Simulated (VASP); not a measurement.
Here is a VASP 6.6.1 calculation.

Contents of INCAR:

```
PREC     = Accurate       # precision mode
ENCUT    = 520            # plane-wave cutoff, eV
EDIFF    = 1E-7           # SCF threshold, eV
ISMEAR   = 0              # smearing method
SIGMA    = 0.1            # smearing width, eV
LREAL    = False          # projectors in reciprocal space
LASPH    = True           # aspherical terms in the spheres
NELM     = 60             # most SCF steps
ALGO     = Normal         # electronic algorithm
ISIF     = 2              # what is computed and relaxed
LWAVE    = False          # write WAVECAR
LCHARG   = False          # write CHGCAR
GGA      = PS             # functional
NBANDS   = 17             # bands
```

File KPOINTS:

```
Automatic mesh
0
Gamma
  10 10 10
```

The input POSCAR:

```
TePb
1.0
    4.0022870000      0.0000000000      0.0000000000
    0.0000000000      4.0022870000      0.0000000000
    0.0000000000      0.0000000000      4.0022870000
Te Pb
1 1
Direct
    0.5092697000      0.4959997871      0.5049521686
    0.0000000000      0.0000000000      0.0000000000
```

Potentials or basis: VASP PAW PBE potentials, release 64 (Te, Pb_d).

Command:

```bash
$ cat potpaw_PBE.64/Te/POTCAR potpaw_PBE.64/Pb_d/POTCAR > POTCAR
$ mpirun -np 1 vasp_std > vasp.out
```

**Question.** Predict the band gap on the k mesh.

**Answer.** Zero (bands 10 and 11 overlap by 1.29 eV).

**Question.** What does it give for the largest force?

**Answer.** 0.022 eV/Å.

Forces in eV/Å, atoms in the order of the input:
```
Te   0.019 -0.008  0.010
Pb  -0.019  0.008 -0.010
```

Caveat: the PAW data sets were made with another functional, which shifts forces and pressure a little; spin-orbit coupling is left out, which moves the levels of the heavy elements.
